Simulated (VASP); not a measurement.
Write the native input for VASP 6.6.1 that does the following.

```yaml
Task: single point
Functional: PBE
Potentials_or_basis: VASP PAW PBE potentials, release 64 (Li_sv, Tm_3, Ge_d), 4f in core
Cutoff: 750 eV
k_mesh: 8 × 8 × 8
Occupations: gaussian, width 0.1 eV
Spin: no spin polarisation
Dipole_correction: no
Further_INCAR_settings: ALGO = Normal; EDIFF = 1e-06; NBANDS = 26
```

The structure of Li4TmGe lies in POSCAR:

```
Li4TmGe
1.0
    2.0832135383     -6.4117664854      0.0000000000
    2.0832135383      6.4117664854      0.0000000000
    0.0000000000      0.0000000000      4.0239184437
Li Tm Ge
4 1 1
Direct
    0.3293786194      0.6706213806      0.0000000000
    0.8295857023      0.1704142977      0.5000000000
    0.1704142977      0.8295857023      0.5000000000
    0.6706213806      0.3293786194      0.0000000000
    0.5000000000      0.5000000000      0.5000000000
    0.0000000000      0.0000000000      0.0000000000
```

These files were run (other wordings do the same):

INCAR

```
PREC = Accurate ; ENCUT = 750
EDIFF = 1E-6 ; ISMEAR = 0
SIGMA = 0.1 ; LREAL = F
LASPH = T ; NELM = 200
ALGO = Normal ; ISIF = 2
LWAVE = F ; LCHARG = F
GGA = PE ; NBANDS = 26
GGA_COMPAT = F ; LMAXMIX = 6
```

KPOINTS

```
regular mesh
0
Gamma
  8 8 8
```

Potentials or basis: VASP PAW PBE potentials, release 64 (Li_sv, Tm_3, Ge_d), 4f in core.

The run is started by

```sh
$ cat potpaw_PBE.64/Li_sv/POTCAR potpaw_PBE.64/Tm_3/POTCAR potpaw_PBE.64/Ge_d/POTCAR > POTCAR
$ mpirun -np 1 vasp_std > vasp.out
```

It gave:

```yaml
Pressure: 2.9 GPa
Largest_force: 0.009 eV/Å
Band_gap_on_the_k_mesh: zero (an odd number of electrons rules out a gap without spin polarisation)
```

Caveat: spin-orbit coupling is left out, which moves the levels of the heavy elements; the 4f electrons are frozen in the core, so they carry no moment and show no levels.

Run time: 13 min on 1 thread of Intel(R) Xeon(R) Platinum 8375C CPU @ 2.90GHz (Ice Lake), with other jobs on the host, peak memory 0.72 GiB.
